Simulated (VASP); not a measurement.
Write the native input for VASP 6.6.1 that does the following.

```
Task                   : single point
Functional             : PBE
Potentials or basis    : VASP PAW PBE potentials, release 64 (Mg, O)
Cutoff                 : 520 eV
k mesh                 : 10 × 10 × 10
Occupations            : gaussian, width 0.05 eV
Spin                   : no spin polarisation
Dipole correction      : no
Further INCAR settings : ALGO = Normal; EDIFF = 1e-07; NBANDS = 11
```

The structure of MgO lies in POSCAR:

```
MgO
1.0
    0.0000000000      2.1272186771      2.1272186771
    2.1272186771      0.0000000000      2.1272186771
    2.1272186771      2.1272186771      0.0000000000
Mg O
1 1
Direct
   -0.0066530921      0.0066530921      0.0598778289
    0.5101070944      0.4898929056      0.4090361503
```

This cell differs from its parent crystal: mode 4 frozen in at -0.215 Å and mode 5 at -0.172 Å (largest displacements).

One way to write it, as run:

INCAR

```
ALGO = Normal
EDIFF = 1E-7
ENCUT = 520
GGA = PE
ISIF = 2
ISMEAR = 0
LASPH = T
LCHARG = F
LREAL = F
LWAVE = F
NBANDS = 11
NELM = 60
PREC = Accurate
SIGMA = 0.05
```

KPOINTS

```
k-points
0
Gamma
  10 10 10
```

Potentials or basis: VASP PAW PBE potentials, release 64 (Mg, O).

Command:

```sh
$ cat potpaw_PBE.64/Mg/POTCAR potpaw_PBE.64/O/POTCAR > POTCAR
$ mpirun -np 1 vasp_std > vasp.out
```

Results of the run:

The pressure is 18.2 GPa. The largest force is 3.043 eV/Å and the band gap on the k mesh is 4.34 eV, indirect (least direct gap 4.37 eV).

Caveat: the cell differs from its parent crystal (mode 4 frozen in at -0.215 Å and mode 5 at -0.172 Å (largest displacements)); forces of over 1 eV/Å act on the atoms, so gaps and moduli don't describe the material at rest.

Wall time 67 s on 1 thread of Intel Xeon 6975P-C, with other jobs on the host, peak memory 0.19 GiB.
